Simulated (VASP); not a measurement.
SiC, 4 atoms in the cell. Symmetry: Cc, No. 9, monoclinic system. The conventional cell has a = 3.075 Å, b = 5.326 Å, c = 5.048 Å, α = 90.00°, β = 91.15°, γ = 90.00°. Within 2.5 Å of Si (site symmetry 1) lie 4 C at 1.87 to 1.90 Å. Within 2.5 Å of C (site symmetry 1) lie 4 Si at 1.87 to 1.90 Å.  This cell differs from its parent crystal: strain -0.0200 x Voigt [0, 0, 0, 0, 1, 0].

```yaml
Program: VASP 6.6.1
Task: single point
Functional: r2SCAN
Potentials_or_basis: VASP PAW PBE potentials, release 64 (Si, C)
Cutoff: 520 eV
k_mesh: 12 × 12 × 6
Occupations: gaussian, width 0.05 eV
Spin: no spin polarisation
Dipole_correction: no
Further_INCAR_settings: ALGO = Normal; EDIFF = 1e-07; NBANDS = 16
```

Potentials or basis: VASP PAW PBE potentials, release 64 (Si, C).

Command:

```console
$ cat potpaw_PBE.64/Si/POTCAR potpaw_PBE.64/C/POTCAR > POTCAR
$ cp INCAR.step1 INCAR
$ mpirun -np 1 vasp_std > vasp.out
$ cp INCAR.step2 INCAR
$ mpirun -np 1 vasp_std > vasp.out
```

Hardware: 1 thread of Intel Xeon 8259CL (shared host).

Problem. How long does it take, and how much memory?

Solution. Run time: 13 min on 1 thread of Intel Xeon 8259CL, on a shared host, peak memory 0.26 GiB. Counts: k points 242.
